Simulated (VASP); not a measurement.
SiC4:

```
Si C
1.0
    -2.91433    2.91433    1.78599
     2.91433   -2.91433    1.78599
     2.91433    2.91433   -1.78599
Si C
1 4
Direct
  0.00000 0.00000 0.00000
  0.60154 0.79539 0.39693
  0.79539 0.39846 0.19384
  0.20461 0.60154 0.80616
  0.39846 0.20461 0.60307
```

| Item | Value |
| --- | --- |
| Program | VASP 6.6.1 |
| Task | relaxation of cell and atoms |
| Functional | PBE |
| Potentials or basis | VASP PAW PBE potentials, release 64 (Si, C) |
| Cutoff | 600 eV |
| k mesh | 6 × 6 × 6 |
| Occupations | gaussian, width 0.1 eV |
| Spin | no spin polarisation |

At the start: pressure -27.0 GPa; volume 12.14 Å³/atom.

Question: Where does the relaxation end?

Answer: Over 57 steps the energy falls by 3274.9 meV/atom and the volume is 10.83 Å³/atom (-10.8 %); space group I4/mmm (No. 139, to 0.05 Å).

The path:
```
step  energy change (eV)  largest force (eV/Å)  pressure (GPa)  volume (Å³)
   1              0.0000                0.5900          -26.98        60.68
   3             -2.5371                0.8144           -0.28        40.34
   5             -2.7259                1.2381            2.71        39.72
   7             -5.7525                2.7390           14.71        37.61
   9             -8.1233                1.6577           30.03        35.79
  11             -8.1475                1.6804           31.59        35.67
  13             -8.2378                1.8430           32.81        35.64
  15             -8.3353                2.0134           32.54        35.68
  17             -8.8907                1.6019           29.03        36.50
  19            -10.6539                0.4486           26.82        39.78
  21            -10.8575                2.2248           54.05        52.92
  23            -12.2652                1.2545           38.57        50.56
  25            -13.0500                1.0847            5.64        59.55
  27            -13.2097                0.9641            3.56        58.87
  29            -13.2518                0.8787            1.34        58.28
  31            -13.3907                0.6879            5.86        58.45
  33            -13.9753                1.6976           10.32        59.19
  35            -14.1905                1.9278            6.65        59.37
  37            -14.3025                2.0395            2.49        59.53
  39            -14.3464                2.2041           -1.62        59.66
  41            -14.4308                2.4440           -4.68        59.62
  43            -15.0092                2.4940           -7.42        58.48
  45            -15.0373                4.5161          -11.16        53.89
  47            -16.0692                1.3735           -8.25        54.91
  49            -16.2492                1.4351            0.10        52.69
  51            -16.3408                0.4061            4.36        52.72
  53            -16.3712                0.1276           -0.77        54.17
  55            -16.3742                0.0543           -0.10        54.16
  57            -16.3744                0.0151           -0.19        54.14
```

Final structure:
```xyz
5
Lattice="-3.3029 3.3029 1.2407 3.3029 -3.3029 1.2407 3.3029 3.3029 -1.2407" Properties=species:S:1:pos:R:3 pbc="T T T"
Si    0.0000    0.0000    0.0000
C     1.8752    1.8764    1.2407
C     1.4265    5.1782    0.0000
C     1.8764   -1.8752    1.2407
C     1.4277    1.4265    0.0000
```
